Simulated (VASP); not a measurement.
Write the native input for VASP 6.6.1 that does the following.

| Item | Value |
| --- | --- |
| Task | single point |
| Functional | PBE |
| Potentials or basis | VASP PAW PBE potentials, release 64 (Ga_d, As, In_d) |
| Cutoff | 520 eV |
| k mesh | 6 × 6 × 6 |
| Occupations | fermi-dirac, width 0.02 eV |
| Spin | no spin polarisation |
| Dipole correction | no |
| Further INCAR settings | ALGO = Normal; EDIFF = 1e-06; NBANDS = 36 |

The structure of InGa2As3 lies in POSCAR:

```
InGa2As3
1.0
   -2.1198347480      6.3672612112      3.0093935858
    2.1198347480     -6.3672612112      3.0093935858
    2.1198347480      6.3672612112     -3.0093935858
Ga As In
2 3 1
Direct
    0.6695524255      1.0005259335      0.6690264920
    0.3314994416      0.0005259335      0.3309735080
    0.4369135668      0.2623498887      0.1745636781
    0.0877862106      0.2623498887      0.8254363219
    0.7238620150      0.2238620150      0.5000000000
    0.0003863405      0.0003863405      0.0000000000
```

One way to write it, as run:

INCAR

```
PREC = Accurate ; ENCUT = 520
EDIFF = 1E-6 ; ISMEAR = -1
SIGMA = 0.02 ; LREAL = False
LASPH = True ; NELM = 80
ALGO = Normal ; ISIF = 2
LWAVE = False ; LCHARG = True
GGA = PE ; LELF = True
LVHAR = True ; NBANDS = 36
```

KPOINTS

```
regular mesh
0
Gamma
  6 6 6
```

Potentials or basis: VASP PAW PBE potentials, release 64 (Ga_d, As, In_d).

Launch:

```console
$ cat potpaw_PBE.64/Ga_d/POTCAR potpaw_PBE.64/As/POTCAR potpaw_PBE.64/In_d/POTCAR > POTCAR
$ mpirun -np 1 vasp_std > vasp.out
```

Results of the run:

| Quantity | Value |
| --- | --- |
| Pressure | -2.7 GPa |
| Largest force | 0.050 eV/Å |
| Band gap on the k mesh | 0.04 eV (least direct gap 0.06 eV) |

Caveat: semilocal functionals underestimate gaps, and a narrow one can read as zero; spin-orbit coupling is left out, which moves the levels of the heavy elements.

Run time: 13 min on 1 thread of Oxide Virtual Turin-like Processor (shared host), peak memory 0.55 GiB.
